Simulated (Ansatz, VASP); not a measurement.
HC20 in VASP and in Ansatz

INCAR

```
  PREC = Accurate
  ENCUT = 520
  EDIFF = 1E-7
  ISMEAR = 0
  SIGMA = 0.1
  LREAL = Auto
  LASPH = T
  NELM = 60
  ALGO = Fast
  ISIF = 2
  LWAVE = F
  LCHARG = T
  LDIPOL = T
  IDIPOL = 3
  DIPOL = 0.5 0.5 0.303
  GGA = PE
  IVDW = 12
  LELF = T
  LVHAR = T
  LVACPOTAV = T
  NBANDS = 56
```

Contents of KPOINTS:

```
Automatic mesh
0
Gamma
  6 4 1
```

POSCAR

```
HC20
1.0
    4.9292027291      0.0000000000      0.0000000000
    0.0000000000      6.8054113579      0.0000000000
    0.0000000000      0.0000000000     22.2346643469
C H
20 1
Direct
    0.3122885183      0.2500141188      0.1798992752
    0.8122885183      0.2500141188      0.1798992752
    0.0622635010      0.2500141188      0.2119095571
    0.5622635010      0.2500141188      0.2119095571
    0.1871989222      0.7499858812      0.2279080302
    0.6871989222      0.7499858812      0.2279080302
    0.4371739048      0.7499858812      0.2599183120
    0.9371739048      0.7499858812      0.2599183120
    0.0621093260      0.2500141188      0.2759167852
    0.5621093260      0.2500141188      0.2759167852
    0.3120409925      0.2500133946      0.3071026518
    0.8120409925      0.2500133946      0.3071026518
    0.4371093881      0.7499905632      0.3309339292
    0.9371093881      0.7499905632      0.3309339292
    0.1866551682      0.7499900467      0.3565506911
    0.6866551682      0.7499900467      0.3565506911
    0.3119519864      0.2500147752      0.3740490919
    0.8119519864      0.2500147752      0.3740490919
    0.0621664184      0.2500173699      0.4018349100
    0.5621664184      0.2500173699      0.4018349100
    0.1454997517      0.4166840366      0.5142719570
```

Input for Ansatz:

```yaml
crystal:
  lattice:
    - [4.9292027291, 0.0, 0.0]
    - [0.0, 6.8054113579, 0.0]
    - [0.0, 0.0, 22.2346643469]
  atoms:
    - { symbol: C, position: [0.3122885183, 0.2500141188, 0.1798992752] }
    - { symbol: C, position: [0.8122885183, 0.2500141188, 0.1798992752] }
    - { symbol: C, position: [0.062263501, 0.2500141188, 0.2119095571] }
    - { symbol: C, position: [0.562263501, 0.2500141188, 0.2119095571] }
    - { symbol: C, position: [0.1871989222, 0.7499858812, 0.2279080302] }
    - { symbol: C, position: [0.6871989222, 0.7499858812, 0.2279080302] }
    - { symbol: C, position: [0.4371739048, 0.7499858812, 0.259918312] }
    - { symbol: C, position: [0.9371739048, 0.7499858812, 0.259918312] }
    - { symbol: C, position: [0.062109326, 0.2500141188, 0.2759167852] }
    - { symbol: C, position: [0.562109326, 0.2500141188, 0.2759167852] }
    - { symbol: C, position: [0.3120409925, 0.2500133946, 0.3071026518] }
    - { symbol: C, position: [0.8120409925, 0.2500133946, 0.3071026518] }
    - { symbol: C, position: [0.4371093881, 0.7499905632, 0.3309339292] }
    - { symbol: C, position: [0.9371093881, 0.7499905632, 0.3309339292] }
    - { symbol: C, position: [0.1866551682, 0.7499900467, 0.3565506911] }
    - { symbol: C, position: [0.6866551682, 0.7499900467, 0.3565506911] }
    - { symbol: C, position: [0.3119519864, 0.2500147752, 0.3740490919] }
    - { symbol: C, position: [0.8119519864, 0.2500147752, 0.3740490919] }
    - { symbol: C, position: [0.0621664184, 0.2500173699, 0.40183491] }
    - { symbol: C, position: [0.5621664184, 0.2500173699, 0.40183491] }
    - { symbol: H, position: [0.1454997517, 0.4166840366, 0.514271957] }
basis:
  ecutwfc: 420
kpoints:
  mp_grid: { grid: [6, 4, 1] }
hamiltonian:
  xc: pbe
  pseudopotentials: { kind: paw, azcp: { folder: soft_1 } }
  dispersion: d3bj
scf:
  occupations: { method: gaussian, width: 0.1 }
output:
  forces: true
  eigenvalues: true
efield:
  axis: 3
  dipole_correction: true
  ramp_width: 0.04
```

Alike in both runs: task single point; functional PBE; dispersion D3(BJ); k mesh 6 × 4 × 1; occupations gaussian, width 0.1 eV; no spin polarisation.

```csv
,VASP,Ansatz
version,VASP 6.6.1,Ansatz 0.2.0
potentials or method,"VASP PAW PBE potentials, release 64 (C, H), cutoff 520 eV","scalar-relativistic, plane waves, PAW"
valence electrons in the cell,81,81
```

|  | VASP | Ansatz | Ansatz less VASP |
| --- | --- | --- | --- |
| gap on the k mesh at the Fermi level (eV) | none | none | - |
| rms of the force components (eV/Å) | 1.133 | 1.141 | +0.0072 |
| work function, face that differs most (eV) | 6.67 | 6.67 | +0.003 |

Atom by atom the forces differ by 0.013 eV/Å (rms over components). A gap of «none» marks a metal or a gap that the smearing closes.
